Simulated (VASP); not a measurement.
# In7Sb7H12 in VASP: single point with PBE

Aim: the single point of In7Sb7H12 with PBE.

Everything below comes from runs of VASP 6.6.1. Logs are shortened: lines on timing, memory, paths and dates and some standing lists are left out, and cuts for length are marked.

## Step 1: The cell of the first run

The cell holds a wire or tube with vacuum around it, 26 atoms: a = 21.200 Å, b = 21.200 Å, c = 4.692 Å, α = 90.00°, β = 90.00°, γ = 90.00°.

## Step 2: Single point, PBE

INCAR reads:

```
SYSTEM = In7Sb7H12
ALGO = Normal
EDIFF = 1E-6
ENCUT = 520
GGA = PE
ISIF = 2
ISMEAR = 0
KPAR = 4
LASPH = .True.
LCHARG = .True.
LREAL = Auto
LVHAR = .True.
LWAVE = .False.
NBANDS = 88
NELM = 100
PREC = Accurate
SIGMA = 0.05
```

KPOINTS reads:

```
k-points
0
Gamma
  1 1 12
  0 0 0
```

POSCAR reads:

```
In7Sb7H12
1.0
   21.2000000000      0.0000000000      0.0000000000
    0.0000000000     21.2000000000      0.0000000000
    0.0000000000      0.0000000000      4.6915474098
In Sb H
7 7 12
Direct
    0.5000000000      0.5000000000      0.0000000000
    0.3893502969      0.6564823107      0.5000000000
    0.3893502969      0.3435176893      0.5000000000
    0.6106497031      0.6564823107      0.5000000000
    0.6106497031      0.3435176893      0.5000000000
    0.2787005939      0.5000000000      0.0000000000
    0.7212994061      0.5000000000      0.0000000000
    0.5000000000      0.5782411554      0.5000000000
    0.5000000000      0.2652765339      0.5000000000
    0.6106497031      0.4217588446      0.0000000000
    0.3893502969      0.7347234661      0.0000000000
    0.3893502969      0.4217588446      0.0000000000
    0.2787005939      0.5782411554      0.5000000000
    0.7212994061      0.5782411554      0.5000000000
    0.5000000000      0.2187072433      0.2023990101
    0.5000000000      0.2187072433      0.7976009899
    0.3223359549      0.2961313936      0.5000000000
    0.6106497031      0.7038686064      0.1971779401
    0.6106497031      0.7038686064      0.8028220599
    0.6776640451      0.2961313936      0.5000000000
    0.4552092193      0.7812927567      0.0000000000
    0.3234913746      0.7812927567      0.0000000000
    0.2116862519      0.4526137043      0.0000000000
    0.7883137481      0.4526137043      0.0000000000
    0.2128416715      0.6248104460      0.5000000000
    0.7871583285      0.6248104460      0.5000000000
```

Potentials or basis: VASP PAW PBE potentials, release 64 (In_d, Sb, H).

Launch:

```bash
$ cat potpaw_PBE.64/In_d/POTCAR potpaw_PBE.64/Sb/POTCAR potpaw_PBE.64/H/POTCAR > POTCAR
$ mpirun -np 4 vasp_std > vasp.out
```

OUTCAR:

```text
SYSTEM = In7Sb7H12
   EDIFF = 1E-6
   ENCUT = 520
   GGA = PE
   ISIF = 2
   ISMEAR = 0
   LASPH = .True.
   LREAL = Auto
   NELM = 100
   PREC = Accurate

 ion  position               nearest neighbor table
   1  0.500  0.500  0.000-   8 2.87   8 2.87  12 2.87  10 2.87
   2  0.389  0.656  0.500-  13 2.87   8 2.87  11 2.87  11 2.87
   3  0.389  0.344  0.500-  17 1.74  12 2.87  12 2.87   9 2.87
   4  0.611  0.656  0.500-  18 1.74  19 1.74  14 2.87   8 2.87
   5  0.611  0.344  0.500-  20 1.74  10 2.87  10 2.87   9 2.87
   6  0.279  0.500  0.000-  23 1.74  12 2.87  13 2.87  13 2.87
   7  0.721  0.500  0.000-  24 1.74  10 2.87  14 2.87  14 2.87
   8  0.500  0.578  0.500-   2 2.87   4 2.87   1 2.87   1 2.87
   9  0.500  0.265  0.500-  15 1.71  16 1.71   3 2.87   5 2.87
  10  0.611  0.422  0.000-   5 2.87   5 2.87   7 2.87   1 2.87
  11  0.389  0.735  0.000-  22 1.71  21 1.71   2 2.87   2 2.87
  12  0.389  0.422  0.000-   3 2.87   3 2.87   6 2.87   1 2.87
  13  0.279  0.578  0.500-  25 1.71   2 2.87   6 2.87   6 2.87
  14  0.721  0.578  0.500-  26 1.71   4 2.87   7 2.87   7 2.87
  15  0.500  0.219  0.202-   9 1.71
  16  0.500  0.219  0.798-   9 1.71
  17  0.322  0.296  0.500-   3 1.74
  18  0.611  0.704  0.197-   4 1.74
  19  0.611  0.704  0.803-   4 1.74
  20  0.678  0.296  0.500-   5 1.74
  21  0.455  0.781  0.000-  11 1.71
  22  0.323  0.781  0.000-  11 1.71
  23  0.212  0.453  0.000-   6 1.74
  24  0.788  0.453  0.000-   7 1.74
  25  0.213  0.625  0.500-  13 1.71
  26  0.787  0.625  0.500-  14 1.71

  LATTYP: Found a simple tetragonal cell.
 ALAT       =    21.2000000000
 C/A-ratio  =     0.2212994061

  Lattice vectors:

 A1 = (  21.2000000000,   0.0000000000,   0.0000000000)
 A2 = (   0.0000000000,  21.2000000000,   0.0000000000)
 A3 = (   0.0000000000,   0.0000000000,   4.6915474098)

Analysis of symmetry for initial positions (statically):
=====================================================================
 Subroutine PRICEL returns:
 Original cell was already a primitive cell.

 Routine SETGRP: Setting up the symmetry group for a
 simple tetragonal supercell.

 Subroutine GETGRP returns: Found  2 space group operations
 (whereof  2 operations were pure point group operations)
 out of a pool of 16 trial point group operations.

The static configuration has the point symmetry C_1h.

Analysis of symmetry for dynamics (positions and initial velocities):
=====================================================================
 Subroutine PRICEL returns:
 Original cell was already a primitive cell.

 Routine SETGRP: Setting up the symmetry group for a
 simple tetragonal supercell.

 Subroutine GETGRP returns: Found  2 space group operations
 (whereof  2 operations were pure point group operations)
 out of a pool of 16 trial point group operations.

The dynamic configuration has the point symmetry C_1h.

 Subroutine INISYM returns: Found  2 space group operations
 (whereof  2 operations are pure point group operations),
 and found     1 'primitive' translations

----------------------------------------------------------------------------------------

                                     Primitive cell

  volume of cell :    2108.5691

  direct lattice vectors                    reciprocal lattice vectors
    21.200000000  0.000000000  0.000000000     0.047169811  0.000000000  0.000000000
     0.000000000 21.200000000  0.000000000     0.000000000  0.047169811  0.000000000
     0.000000000  0.000000000  4.691547410     0.000000000  0.000000000  0.213149290

  length of vectors
    21.200000000 21.200000000  4.691547410     0.047169811  0.047169811  0.213149290

  position of ions in fractional coordinates (direct lattice)
     0.500000000  0.500000000  0.000000000
     0.389350297  0.656482311  0.500000000
     0.389350297  0.343517689  0.500000000
     0.610649703  0.656482311  0.500000000
     0.610649703  0.343517689  0.500000000
     0.278700594  0.500000000  0.000000000
[... 18 lines left out ...]
     0.212841672  0.624810446  0.500000000
     0.787158328  0.624810446  0.500000000

  ion indices of the primitive-cell ions
   primitive index   ion index
                 1           1
                 2           2
                 3           3
                 4           4
                 5           5
                 6           6
[... 18 lines left out ...]
                25          25
                26          26

----------------------------------------------------------------------------------------

 KPOINTS: k-points

Automatic generation of k-mesh.
 Grid dimensions read from file:
 generate k-points for:    1    1   12

 Generating k-lattice:

  Cartesian coordinates                     Fractional coordinates (reciprocal lattice)
     0.047169811  0.000000000  0.000000000     1.000000000  0.000000000  0.000000000
     0.000000000  0.047169811  0.000000000     0.000000000  1.000000000  0.000000000
     0.000000000  0.000000000  0.017762441     0.000000000  0.000000000  0.083333333

  Length of vectors
     0.047169811  0.047169811  0.017762441

  Shift w.r.t. Gamma in fractional coordinates (k-lattice)
     0.000000000  0.000000000  0.000000000

 Subroutine IBZKPT returns following result:
 ===========================================

 Found      7 irreducible k-points:

 Following reciprocal coordinates:
            Coordinates               Weight
  0.000000  0.000000  0.000000      1.000000
  0.000000  0.000000  0.083333      2.000000
  0.000000  0.000000  0.166667      2.000000
  0.000000  0.000000  0.250000      2.000000
  0.000000  0.000000  0.333333      2.000000
  0.000000  0.000000  0.416667      2.000000
  0.000000  0.000000  0.500000      1.000000
   k-points           NKPTS =      7   k-points in BZ     NKDIM =      7   number of bands    NBANDS=     88
   number of dos      NEDOS =    301   number of ions     NIONS =     26
   total plane-waves  NPLWV = 921600
   dimension x,y,z NGX =   160 NGY =  160 NGZ =   36
   dimension x,y,z NGXF=   320 NGYF=  320 NGZF=   72
   ions per type =               7   7  12
   NGX,Y,Z   is equivalent  to a cutoff of  12.55, 12.55, 12.76 a.u.
   NGXF,Y,Z  is equivalent  to a cutoff of  25.09, 25.09, 25.51 a.u.
 SYSTEM =  In7Sb7H12
   PREC   = accura    normal or accurate (medium, high low for compatibility)
   ISTART =      0    job   : 0-new  1-cont  2-samecut
   ICHARG =      2    charge: 1-file 2-atom 10-const
   ISPIN  =      1    spin polarized calculation?
   LNONCOLLINEAR =      F non collinear calculations
   LSORBIT =      F    spin-orbit coupling
   LASPH  =      T    aspherical Exc in radial PAW
   ENCUT  =  520.0 eV  38.22 Ry    6.18 a.u.  39.42 39.42  8.72*2*pi/ulx,y,z
   NELM   =    100;   NELMIN=  2; NELMDL= -5     # of ELM steps
   EDIFF  = 0.1E-05   stopping-criterion for ELM
   LREAL  =      T    real-space projection
   EDIFFG = 0.1E-04   stopping-criterion for IOM
   NSW    =      0    number of steps for IOM
   IBRION =     -1    ionic relax: 0-MD 1-quasi-New 2-CG
   NFREE  =      0    steps in history (QN), initial steepest desc. (CG)
   ISIF   =      2    stress and relaxation
   ISYM   =      2    0-nonsym 1-usesym 2-fastsym
   POTIM  = 0.5000    time-step for ionic-motion
   TEBEG  =    0.0;   TEEND  =   0.0 temperature during run
   PSTRESS=    0.0 pullay stress
   NELECT =     138.0000    total number of electrons
   NUPDOWN=      -1.0000    fix difference up-down
   EMIN   =  10.00;   EMAX   =-10.00  energy-range for DOS
   EFERMI =   0.00;   METHOD = LEGACY
   ISMEAR =     0;   SIGMA  =   0.05  broadening in eV -4-tet -1-fermi 0-gaus
   EFERMI_NEDOS =   21; number of points for ismear=-14 and -15
   IALGO  =     38    algorithm
   IMIX   =      4    mixing-type and parameters
     AMIX     =   0.40;   BMIX     =  1.00
     AMIX_MAG =   1.60;   BMIX_MAG =  1.00
  volume/ion in A,a.u.               =      81.10       547.28
  Fermi-wavevector in a.u.,A,eV,Ry     =   0.659739  1.246725  5.922005  0.435255
  Thomas-Fermi vector in A             =   1.731968
   LORBIT       =      0    0 simple, 1 ext, 2 COOP (PROOUT), +10 PAW based schemes
   GGA     = PE    functional components
   LHFCALC =     F    Hartree Fock is set to
   AEXX    =    0.0000 exact exchange contribution
   IVDW    =     0    specifies the selected vdW correction
   LEPSILON=     F    determine dielectric tensor
   LRPA    =     F    only Hartree local field effects (RPA)
 non-spin polarized calculation
 Gauss-broadening in eV      SIGMA  =   0.05
  energy-cutoff  :      520.00
  volume of cell :     2108.57
 maximum number of plane-waves:     56905
 NGX is ok and might be reduce to   160
   NGX = 79   NGY = 79   NGZ = 17

 number of electron     138.0000025 magnetization

 Free energy of the ion-electron system (eV)
  ---------------------------------------------------
  ext. energy  EPLUGINS =         0.00000000
  ---------------------------------------------------
  free energy    TOTEN  =       -82.06690008 eV

  energy without entropy =      -82.06689270  energy(sigma->0) =      -82.06689639

 E-fermi :  -1.8551     XC(G=0):  -2.8818

 val. band max:       -1.9821411664   @ k =   0.0000   0.0000   0.0000
 cond. band min:      -1.7280339604   @ k =   0.0000   0.0000   0.0000
 fundamental gap:      0.2541072061
 Fermi energy:        -1.8550875468

 k-point     1 :       0.0000    0.0000    0.0000
  band No.  band energies     occupation
      1     -17.4339      2.00000
      2     -17.4058      2.00000
      3     -17.3690      2.00000
      4     -17.3330      2.00000
      5     -17.3194      2.00000
      6     -16.9576      2.00000
[... 73 lines left out ...]
     80       0.3587      0.00000
     81       0.6254      0.00000

 k-point     2 :       0.0000    0.0000    0.0833
  band No.  band energies     occupation
      1     -17.4337      2.00000
      2     -17.4062      2.00000
      3     -17.3688      2.00000
      4     -17.3335      2.00000
      5     -17.3192      2.00000
      6     -16.9564      2.00000
[... 73 lines left out ...]
     80       0.3407      0.00000
     81       0.6290      0.00000
[... 334 lines left out ...]
     80       0.8542      0.00000
     81       0.9214      0.00000

 k-point     7 :       0.0000    0.0000    0.5000
  band No.  band energies     occupation
      1     -17.4459      2.00000
      2     -17.3967      2.00000
      3     -17.3660      2.00000
      4     -17.3396      2.00000
      5     -17.3177      2.00000
      6     -16.9498      2.00000
[... 73 lines left out ...]
     80       0.8516      0.00000
     81       0.8920      0.00000
 [bands above 81 left out]

------------------------ aborting loop because EDIFF is reached ----------------------------------------

  FORCE on cell =-STRESS in cart. coord.  units (eV):
  Direction    XX          YY          ZZ          XY          YZ          ZX
  --------------------------------------------------------------------------------------
  -------------------------------------------------------------------------------------
  Total       -0.6989696     -0.2669768      2.7090383      0.6709822      0.0000000      0.0000000
  in kB       -0.5311058     -0.2028599      2.0584385      0.5098398      0.0000000      0.0000000
  external PRESSURE =       0.4414910 kB  Pullay stress =       0.0000000 kB

 VOLUME and BASIS-vectors are now :
 -----------------------------------------------------------------------------
  energy-cutoff  :      520.00
  volume of cell :     2108.57
      direct lattice vectors                 reciprocal lattice vectors
    21.200000000  0.000000000  0.000000000     0.047169811  0.000000000  0.000000000
     0.000000000 21.200000000  0.000000000     0.000000000  0.047169811  0.000000000
     0.000000000  0.000000000  4.691547410     0.000000000  0.000000000  0.213149290

 POSITION                                       TOTAL-FORCE (eV/Angst)
 -----------------------------------------------------------------------------------
     10.60000     10.60000      0.00000        -0.145486     -0.134970      0.000000
      8.25423     13.91742      2.34577         0.211153     -0.376510      0.000000
      8.25423      7.28258      2.34577        -0.551704      0.034970      0.000000
     12.94577     13.91742      2.34577         0.295252      0.800165      0.000000
     12.94577      7.28258      2.34577         0.464451      0.117149      0.000000
      5.90845     10.60000      0.00000        -0.139925     -0.341030      0.000000
[... 18 lines left out ...]
      4.51224     13.24598      2.34577        -0.138200      0.100339      0.000000
     16.68776     13.24598      2.34577         0.086176      0.044815      0.000000
 -----------------------------------------------------------------------------------
    total drift:                               -0.000311     -0.009660     -0.000000

  FREE ENERGIE OF THE ION-ELECTRON SYSTEM (eV)
  ---------------------------------------------------
  free  energy   TOTEN  =       -82.0669000754 eV

  energy  without entropy=      -82.0668926966  energy(sigma->0) =      -82.06689639
```

Wall time 20 min (4 MPI ranks of Intel Xeon Platinum 8375C at 2.90GHz (Ice Lake), shared host); peak memory 2.3 GiB.

Results:

- Free energy: -82.0669 eV
- Largest force: 1.015 eV/Å
- Band gap on the k mesh: 0.25 eV

Forces on the atoms (eV/Å):
```
In  -0.145 -0.135  0.000
In   0.211 -0.377  0.000
In  -0.552  0.035  0.000
In   0.295  0.800  0.000
In   0.464  0.117  0.000
In  -0.140 -0.341  0.000
In   0.580  0.084  0.000
Sb  -0.007  0.037  0.000
Sb   0.044  1.014  0.000
Sb  -0.374  0.135  0.000
Sb   0.023 -0.632  0.000
Sb   0.353  0.158  0.000
Sb   0.513 -0.018  0.000
Sb  -0.819 -0.391  0.000
H   -0.030 -0.365  0.111
H   -0.030 -0.365 -0.111
H   -0.056 -0.111  0.000
H   -0.097 -0.147 -0.135
H   -0.097 -0.147  0.135
H    0.027 -0.091  0.000
H   -0.201  0.305  0.000
H    0.147  0.379  0.000
H   -0.103  0.060  0.000
H    0.044 -0.150  0.000
H   -0.138  0.100  0.000
H    0.086  0.045  0.000
```

Levels at points of the mesh, in eV from the valence-band top:
| k point | band 67 | band 68 | band 69 | band 70 | band 71 | band 72 |
| --- | --- | --- | --- | --- | --- | --- |
| (0.00, 0.00, 0.00) | -0.96 | -0.80 | 0.00 | 0.25 | 0.43 | 0.79 |
| (0.00, 0.00, 0.50) | -1.58 | -1.47 | -1.14 | 0.98 | 1.08 | 1.38 |

Caveat: semilocal functionals underestimate gaps, and a narrow one can read as zero; spin-orbit coupling is left out, which moves the levels of the heavy elements.
